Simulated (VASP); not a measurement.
TaN:

```
Ta N
1.0
    -0.23003    2.07027    2.07027
     2.07027   -0.23003    2.07027
     2.07027    2.07027   -0.23003
Ta N
1 1
Direct
  0.50000 0.50000 0.50000
  0.00000 0.00000 0.00000
```

This cell differs from its parent crystal: ratio of the length along [111] to the lengths across it x 0.85, volume and fractional coordinates fixed.

Base run:

- Program: VASP 6.6.1
- Functional: PBEsol
- Potentials or basis: VASP PAW PBE potentials, release 64 (Ta_sv_GW, N)
- Cutoff: 600 eV
- k mesh: 20 × 20 × 20
- Occupations: gaussian, width 0.15 eV
- Spin: no spin polarisation

Its results: band gap on the k mesh zero (band 9 reaches 16.67 eV, above the bottom of band 10 at 10.85 eV); pressure 5.2 GPa.

Task: The run is repeated on the same cell with these changes: potentials or basis from VASP PAW PBE potentials, release 64 (Ta_sv_GW, N) to VASP PAW PBE potentials, release 64 (Ta_pv, N); cutoff from 600 eV to 520 eV; further incar settings from ALGO = Normal; EDIFF = 1e-06; NBANDS = 16 to ALGO = Normal; EDIFF = 1e-06; NBANDS = 15; valence electrons from 18 to 16. What comes out?

Result: Band gap on the k mesh zero (band 8 reaches 12.29 eV, above the bottom of band 9 at 6.48 eV); pressure 6.2 GPa.

Caveats: the PAW data sets were made with another functional, which shifts forces and pressure a little; spin-orbit coupling is left out, which moves the levels of the heavy elements.
